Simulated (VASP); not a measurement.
# Mg2Ti3O3 (Pm-3m) in VASP: a series of runs

Runs on Mg2Ti3O3. Level: PBE. Tasks: single point.

Program: VASP 6.6.1. These are calculated values, not measurements. Logs are shortened: lines on timing, memory, paths and dates and some standing lists are left out, and cuts for length are marked.

## 1. The cell of the first run

Symmetry: Pm-3m, No. 221, cubic system. Conventional cell: a = 4.620 Å, b = 4.620 Å, c = 4.620 Å, α = 90.00°, β = 90.00°, γ = 90.00°. Within 3.1 Å of Mg (site symmetry m-3m) lie 6 O at 2.31 Å. Within 3.1 Å of Mg (site symmetry m-3m) lie 6 Ti at 2.31 Å. Within 3.1 Å of Ti (site symmetry 4/mmm) lie 2 Mg at 2.31 Å and 4 O at 2.31 Å. Within 3.1 Å of O (site symmetry 4/mmm) lie 2 Mg at 2.31 Å and 4 Ti at 2.31 Å.

The cell was built from a structure type or drawn by symmetry, and may not be a known phase.

## 2. Single point, PBE, collinear spin

File INCAR:

```
SYSTEM = Mg2Ti3O3
ALGO = Normal ; EDIFF = 1E-6
ENCUT = 520 ; GGA = PE
ISIF = 2 ; ISMEAR = 0
ISPIN = 2 ; LASPH = .TRUE.
LCHARG = .TRUE. ; LELF = .TRUE.
LMAXMIX = 4 ; LORBIT = 11
LREAL = .FALSE. ; LVHAR = .TRUE.
LWAVE = .FALSE. ; MAGMOM = 0 0 1 1 1 0 0 0
NBANDS = 43 ; NELM = 150
PREC = Accurate ; SIGMA = 0.2
```

File KPOINTS:

```
k-points
0
G
  3 3 3
  0 0 0
```

File POSCAR:

```
Mg2Ti3O3
1.0
    4.6203708268      0.0000000000      0.0000000000
    0.0000000000      4.6203708268      0.0000000000
    0.0000000000      0.0000000000      4.6203708268
Mg Ti O
2 3 3
Direct
    0.5000000000      0.5000000000      0.5000000000
    0.0000000000      0.0000000000      0.0000000000
    0.5000000000      0.0000000000      0.0000000000
    0.0000000000      0.5000000000      0.0000000000
    0.0000000000      0.0000000000      0.5000000000
    0.0000000000      0.5000000000      0.5000000000
    0.5000000000      0.0000000000      0.5000000000
    0.5000000000      0.5000000000      0.0000000000
```

Potentials or basis: VASP PAW PBE potentials, release 64 (Mg, Ti_sv, O).

Started as:

```console
> cat potpaw_PBE.64/Mg/POTCAR potpaw_PBE.64/Ti_sv/POTCAR potpaw_PBE.64/O/POTCAR > POTCAR
> mpirun -np 1 vasp_std > vasp.out
```

OUTCAR:

```text
SYSTEM = Mg2Ti3O3
   EDIFF = 1E-6
   ENCUT = 520
   GGA = PE
   ISIF = 2
   ISMEAR = 0
   ISPIN = 2
   LASPH = .TRUE.
   LORBIT = 11
   LREAL = .FALSE.
   NELM = 150
   PREC = Accurate

 ion  position               nearest neighbor table
   1  0.500  0.500  0.500-   6 2.31   7 2.31   8 2.31   8 2.31   7 2.31   6 2.31   3 3.27   4 3.27
                             3 3.27   3 3.27   5 3.27   4 3.27   3 3.27   4 3.27   5 3.27   5 3.27
   2  0.000  0.000  0.000-   3 2.31   4 2.31   5 2.31   5 2.31   4 2.31   3 2.31
   3  0.500  0.000  0.000-   2 2.31   7 2.31   8 2.31   7 2.31   8 2.31   2 2.31   1 3.27   1 3.27
                             1 3.27   1 3.27
   4  0.000  0.500  0.000-   2 2.31   6 2.31   8 2.31   6 2.31   2 2.31   8 2.31   1 3.27   1 3.27
                             1 3.27   1 3.27
   5  0.000  0.000  0.500-   2 2.31   6 2.31   7 2.31   2 2.31   6 2.31   7 2.31   1 3.27   1 3.27
                             1 3.27   1 3.27
   6  0.000  0.500  0.500-   1 2.31   4 2.31   5 2.31   4 2.31   5 2.31   1 2.31
   7  0.500  0.000  0.500-   1 2.31   3 2.31   5 2.31   3 2.31   1 2.31   5 2.31
   8  0.500  0.500  0.000-   1 2.31   3 2.31   4 2.31   1 2.31   3 2.31   4 2.31

  LATTYP: Found a simple cubic cell.
 ALAT       =     4.6203708268

  Lattice vectors:

 A1 = (   4.6203708268,   0.0000000000,   0.0000000000)
 A2 = (   0.0000000000,   4.6203708268,   0.0000000000)
 A3 = (   0.0000000000,   0.0000000000,   4.6203708268)

Analysis of symmetry for initial positions (statically):
=====================================================================
 Subroutine PRICEL returns:
 Original cell was already a primitive cell.

 Routine SETGRP: Setting up the symmetry group for a
 simple cubic supercell.

 Subroutine GETGRP returns: Found 48 space group operations
 (whereof 48 operations were pure point group operations)
 out of a pool of 48 trial point group operations.

The static configuration has the point symmetry O_h .

Analysis of symmetry for dynamics (positions and initial velocities):
=====================================================================
 Subroutine PRICEL returns:
 Original cell was already a primitive cell.

 Routine SETGRP: Setting up the symmetry group for a
 simple cubic supercell.

 Subroutine GETGRP returns: Found 48 space group operations
 (whereof 48 operations were pure point group operations)
 out of a pool of 48 trial point group operations.

The dynamic configuration has the point symmetry O_h .

Analysis of structural, dynamic, and magnetic symmetry:
=====================================================================
 Subroutine PRICEL returns:
 Original cell was already a primitive cell.

 Routine SETGRP: Setting up the symmetry group for a
 simple cubic supercell.

 Subroutine GETGRP returns: Found 48 space group operations
 (whereof 48 operations were pure point group operations)
 out of a pool of 48 trial point group operations.

The overall configuration has the point symmetry O_h .

 Subroutine INISYM returns: Found 48 space group operations
 (whereof 48 operations are pure point group operations),
 and found     1 'primitive' translations

----------------------------------------------------------------------------------------

                                     Primitive cell

  volume of cell :      98.6349

  direct lattice vectors                    reciprocal lattice vectors
     4.620370827  0.000000000  0.000000000     0.216432844  0.000000000  0.000000000
     0.000000000  4.620370827  0.000000000     0.000000000  0.216432844  0.000000000
     0.000000000  0.000000000  4.620370827     0.000000000  0.000000000  0.216432844

  length of vectors
     4.620370827  4.620370827  4.620370827     0.216432844  0.216432844  0.216432844

  position of ions in fractional coordinates (direct lattice)
     0.500000000  0.500000000  0.500000000
     0.000000000  0.000000000  0.000000000
     0.500000000  0.000000000  0.000000000
     0.000000000  0.500000000  0.000000000
     0.000000000  0.000000000  0.500000000
     0.000000000  0.500000000  0.500000000
     0.500000000  0.000000000  0.500000000
     0.500000000  0.500000000  0.000000000
[... 46 lines left out ...]
   total plane-waves  NPLWV =  46656
   dimension x,y,z NGX =    36 NGY =   36 NGZ =   36
   dimension x,y,z NGXF=    72 NGYF=   72 NGZF=   72
   ions per type =               2   3   3
   NGX,Y,Z   is equivalent  to a cutoff of  12.95, 12.95, 12.95 a.u.
   NGXF,Y,Z  is equivalent  to a cutoff of  25.91, 25.91, 25.91 a.u.
 SYSTEM =  Mg2Ti3O3
   PREC   = accura    normal or accurate (medium, high low for compatibility)
   ISTART =      0    job   : 0-new  1-cont  2-samecut
   ICHARG =      2    charge: 1-file 2-atom 10-const
   ISPIN  =      2    spin polarized calculation?
   LNONCOLLINEAR =      F non collinear calculations
   LSORBIT =      F    spin-orbit coupling
   LASPH  =      T    aspherical Exc in radial PAW
   ENCUT  =  520.0 eV  38.22 Ry    6.18 a.u.   8.59  8.59  8.59*2*pi/ulx,y,z
   NELM   =    150;   NELMIN=  2; NELMDL= -5     # of ELM steps
   EDIFF  = 0.1E-05   stopping-criterion for ELM
   LREAL  =      F    real-space projection
   EDIFFG = 0.1E-04   stopping-criterion for IOM
   NSW    =      0    number of steps for IOM
   IBRION =     -1    ionic relax: 0-MD 1-quasi-New 2-CG
   NFREE  =      0    steps in history (QN), initial steepest desc. (CG)
   ISIF   =      2    stress and relaxation
   ISYM   =      2    0-nonsym 1-usesym 2-fastsym
   POTIM  = 0.5000    time-step for ionic-motion
   TEBEG  =    0.0;   TEEND  =   0.0 temperature during run
   PSTRESS=    0.0 pullay stress
   NELECT =      58.0000    total number of electrons
   NUPDOWN=      -1.0000    fix difference up-down
   EMIN   =  10.00;   EMAX   =-10.00  energy-range for DOS
   EFERMI =   0.00;   METHOD = LEGACY
   ISMEAR =     0;   SIGMA  =   0.20  broadening in eV -4-tet -1-fermi 0-gaus
   EFERMI_NEDOS =   21; number of points for ismear=-14 and -15
   IALGO  =     38    algorithm
   IMIX   =      4    mixing-type and parameters
     AMIX     =   0.40;   BMIX     =  1.00
     AMIX_MAG =   1.60;   BMIX_MAG =  1.00
  volume/ion in A,a.u.               =      12.33        83.20
  Fermi-wavevector in a.u.,A,eV,Ry     =   1.371536  2.591828 25.594083  1.881112
  Thomas-Fermi vector in A             =   2.497224
   LORBIT       =     11    0 simple, 1 ext, 2 COOP (PROOUT), +10 PAW based schemes
   GGA     = PE    functional components
   LHFCALC =     F    Hartree Fock is set to
   AEXX    =    0.0000 exact exchange contribution
   IVDW    =     0    specifies the selected vdW correction
   LEPSILON=     F    determine dielectric tensor
   LRPA    =     F    only Hartree local field effects (RPA)
 spin polarized calculation
 Gauss-broadening in eV      SIGMA  =   0.20
  energy-cutoff  :      520.00
  volume of cell :       98.63
 maximum number of plane-waves:      2677
 NGX is ok and might be reduce to    36
   NGX = 17   NGY = 17   NGZ = 17

 number of electron      58.0000040 magnetization       0.0008602

 Free energy of the ion-electron system (eV)
  ---------------------------------------------------
  ext. energy  EPLUGINS =         0.00000000
  ---------------------------------------------------
  free energy    TOTEN  =       -49.73409351 eV

  energy without entropy =      -49.65807625  energy(sigma->0) =      -49.69608488

 E-fermi :   8.1471     XC(G=0): -11.2348

 val. band max:        8.0123997645   @ k =   0.0000   0.0000   0.0000
 cond. band min:       8.3126443331   @ k =   0.3333   0.3333   0.0000
 fundamental gap:      0.3002445686
 Fermi energy:         8.1471317707

 spin component 1

 k-point     1 :       0.0000    0.0000    0.0000
  band No.  band energies     occupation
      1     -49.5776      1.00000
      2     -49.5469      1.00000
      3     -49.5469      1.00000
      4     -25.9961      1.00000
      5     -25.9961      1.00000
      6     -25.9961      1.00000
[... 165 lines left out ...]
     40      10.4098      0.00000
     41      10.6444      0.00000
 Fermi energy:         8.1471317707

 spin component 2

 k-point     1 :       0.0000    0.0000    0.0000
  band No.  band energies     occupation
      1     -49.5775      1.00000
      2     -49.5467      1.00000
      3     -49.5467      1.00000
      4     -25.9958      1.00000
      5     -25.9958      1.00000
      6     -25.9958      1.00000
[... 165 lines left out ...]
     40      10.4099      0.00000
     41      10.6445      0.00000
 [bands above 41 left out]

------------------------ aborting loop because EDIFF is reached ----------------------------------------

  FORCE on cell =-STRESS in cart. coord.  units (eV):
  Direction    XX          YY          ZZ          XY          YZ          ZX
  --------------------------------------------------------------------------------------
  -------------------------------------------------------------------------------------
  Total        0.2187679      0.2187679      0.2187679     -0.0000000     -0.0000000      0.0000000
  in kB        3.5535604      3.5535604      3.5535604     -0.0000000     -0.0000000      0.0000000
  external PRESSURE =       3.5535604 kB  Pullay stress =       0.0000000 kB

 VOLUME and BASIS-vectors are now :
 -----------------------------------------------------------------------------
  energy-cutoff  :      520.00
  volume of cell :       98.63
      direct lattice vectors                 reciprocal lattice vectors
     4.620370827  0.000000000  0.000000000     0.216432844  0.000000000  0.000000000
     0.000000000  4.620370827  0.000000000     0.000000000  0.216432844  0.000000000
     0.000000000  0.000000000  4.620370827     0.000000000  0.000000000  0.216432844

 POSITION                                       TOTAL-FORCE (eV/Angst)
 -----------------------------------------------------------------------------------
      2.31019      2.31019      2.31019         0.000000      0.000000      0.000000
      0.00000      0.00000      0.00000         0.000000      0.000000      0.000000
      2.31019      0.00000      0.00000         0.000000      0.000000      0.000000
      0.00000      2.31019      0.00000         0.000000      0.000000      0.000000
      0.00000      0.00000      2.31019         0.000000      0.000000      0.000000
      0.00000      2.31019      2.31019         0.000000      0.000000      0.000000
      2.31019      0.00000      2.31019         0.000000      0.000000      0.000000
      2.31019      2.31019      0.00000         0.000000      0.000000      0.000000
 -----------------------------------------------------------------------------------
    total drift:                                0.000000     -0.000000     -0.000000

  FREE ENERGIE OF THE ION-ELECTRON SYSTEM (eV)
  ---------------------------------------------------
  free  energy   TOTEN  =       -49.7340935122 eV

  energy  without entropy=      -49.6580762460  energy(sigma->0) =      -49.69608488

 total charge

# of ion       s       p       d       tot
------------------------------------------
    1        0.120   0.107   0.043   0.270
    2        0.386   0.349   0.063   0.799
    3        2.173   6.091   2.017  10.281
    4        2.173   6.091   2.017  10.281
    5        2.173   6.091   2.017  10.281
    6        1.554   3.386   0.000   4.940
    7        1.554   3.386   0.000   4.940
    8        1.554   3.386   0.000   4.940
--------------------------------------------------
tot         11.689  28.887   6.157  46.733

 magnetization (x)

# of ion       s       p       d       tot
------------------------------------------
    1       -0.000  -0.000   0.000  -0.000
    2       -0.000  -0.000   0.000  -0.000
    3        0.000  -0.000   0.000   0.000
    4        0.000  -0.000   0.000   0.000
    5        0.000  -0.000   0.000   0.000
    6       -0.000   0.000   0.000   0.000
    7       -0.000   0.000   0.000   0.000
    8       -0.000   0.000   0.000   0.000
--------------------------------------------------
tot          0.000   0.000   0.000   0.001
```

It took 26 s on 1 thread of Intel Xeon 6975P-C (Granite Rapids), shared host; peak memory 0.24 GiB.

Results:

```yaml
Free_energy: -49.7341 eV
Pressure: 0.4 GPa
Band_gap_on_the_k_mesh: zero (filled and empty bands overlap)
Net_moment: 0.00 μB per cell
Valence_electrons_inside_the_program's_atomic_spheres: Mg 0.27, 0.80; Ti 10.28; O 4.94
```

Levels at points of the mesh, in eV from the Fermi level:
Spin up:
| k point | band 25 | band 26 | band 27 | band 28 | band 29 | band 30 | band 31 | band 32 | band 33 | band 34 |
| --- | --- | --- | --- | --- | --- | --- | --- | --- | --- | --- |
| (0.00, 0.00, 0.00) | -4.81 | -2.13 | -2.13 | -2.13 | -0.13 | 0.19 | 0.19 | 0.19 | 0.40 | 0.40 |
Spin down:
| k point | band 26 | band 27 | band 28 | band 29 | band 30 | band 31 | band 32 | band 33 |
| --- | --- | --- | --- | --- | --- | --- | --- | --- |
| (0.00, 0.00, 0.00) | -2.13 | -2.13 | -2.13 | -0.13 | 0.19 | 0.19 | 0.19 | 0.40 |

Caveat: the k points lie up to 0.45 Å⁻¹ apart.

## 3. Single point, PBE, collinear spin

This run uses another cell than the first one, of 12.38 Å³/atom.

File INCAR:

```
  ALGO = Normal
  EDIFF = 1E-6
  ENCUT = 520
  GGA = PE
  ISIF = 2
  ISMEAR = 0
  ISPIN = 2
  LASPH = T
  LCHARG = F
  LMAXMIX = 4
  LORBIT = 11
  LREAL = F
  LWAVE = F
  MAGMOM = 0 0 1 1 1 0 0 0
  NBANDS = 43
  NELM = 150
  PREC = Accurate
  SIGMA = 0.2
```

File KPOINTS:

```
k-points
0
Gamma
  4 4 4
```

File POSCAR:

```
Mg2Ti3O3
1.0
    4.6265346365      0.0000000000      0.0000000000
    0.0000000000      4.6265346365      0.0000000000
    0.0000000000      0.0000000000      4.6265346365
Mg Ti O
2 3 3
Direct
    0.5000000000      0.5000000000      0.5000000000
    0.0000000000      0.0000000000      0.0000000000
    0.0000000000      0.5000000000      0.5000000000
    0.5000000000      0.0000000000      0.5000000000
    0.5000000000      0.5000000000      0.0000000000
    0.5000000000      0.0000000000      0.0000000000
    0.0000000000      0.5000000000      0.0000000000
    0.0000000000      0.0000000000      0.5000000000
```

Potentials or basis: VASP PAW PBE potentials, release 64 (Mg, Ti_sv, O).

Started as:

```console
> cat potpaw_PBE.64/Mg/POTCAR potpaw_PBE.64/Ti_sv/POTCAR potpaw_PBE.64/O/POTCAR > POTCAR
> mpirun -np 1 vasp_std > vasp.out
```

Wall time 51 s (1 thread of Intel Xeon 6975P-C (Granite Rapids), shared host); peak memory 0.27 GiB.

It converged, with:

```
Free energy                                           : -49.6422 eV
Pressure                                              : 0.1 GPa
Band gap on the k mesh                                : zero (filled and empty bands overlap)
Net moment                                            : 0.00 μB per cell
Valence electrons inside the program's atomic spheres : Mg 0.80, 0.27; Ti 10.28; O 4.94
```

Levels at points of the mesh, in eV from the Fermi level:
Spin up:
```csv
k point,band 25,band 26,band 27,band 28,band 29,band 30,band 31,band 32,band 33,band 34
"(0.00, 0.00, 0.00)",-4.75,-2.01,-2.01,-2.01,-0.08,0.27,0.27,0.27,0.51,0.51
"(0.50, 0.00, 0.00)",-3.72,-1.67,-1.10,-0.77,-0.77,-0.21,0.04,0.04,0.71,1.01
"(0.50, 0.50, 0.00)",-2.84,-1.74,-1.61,-1.61,0.39,0.39,0.40,0.76,0.77,0.98
"(0.50, 0.50, 0.50)",-2.08,-1.85,-1.85,-1.85,0.85,1.16,1.16,1.19,1.19,1.19
```
Spin down:
| k point | band 27 | band 28 | band 29 | band 30 | band 31 | band 32 |
| --- | --- | --- | --- | --- | --- | --- |
| (0.00, 0.00, 0.00) | -2.01 | -2.01 | -0.08 | 0.27 | 0.27 | 0.27 |
| (0.50, 0.00, 0.00) | -1.10 | -0.77 | -0.77 | -0.21 | 0.04 | 0.04 |
| (0.50, 0.50, 0.00) | -1.61 | -1.61 | 0.39 | 0.39 | 0.40 | 0.76 |
| (0.50, 0.50, 0.50) | -1.85 | -1.85 | 0.85 | 1.16 | 1.16 | 1.19 |
